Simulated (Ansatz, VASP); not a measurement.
Two plane-wave programs on GaP

```
Ga P
1.0
     0.00000    2.71944    2.71944
     2.71944    0.00000    2.71944
     2.71944    2.71944    0.00000
Ga P
1 1
Direct
  0.00000 0.00000 0.00000
  0.25000 0.25000 0.25000
```

Alike in both runs: functional PBEsol; k mesh 8 × 8 × 8; occupations gaussian, width 0.02 eV; no spin polarisation.

Ansatz relaxed the structure, and its values are those at the end. VASP's run is a single point on that final structure, the one shown.

```csv
,VASP,Ansatz
version,VASP 6.6.1,Ansatz 0.2.0
potentials or method,"VASP PAW PBE potentials, release 64 (Ga_d, P), cutoff 500 eV","scalar-relativistic, plane waves, PAW"
valence electrons in the cell,18,18
```

```tsv
	VASP	Ansatz	Ansatz less VASP
gap on the k mesh at the Fermi level (eV)	1.50	1.50	-0.003
least direct gap on the mesh (eV)	1.80	1.80	-0.007
pressure (GPa)	-0.1	0.0	+0.12
```

VASP's potentials were made for PBE, not for PBEsol, and Ansatz warns of the same on its side. The functional is the same, so the differences come from potentials, cutoffs and numerics.
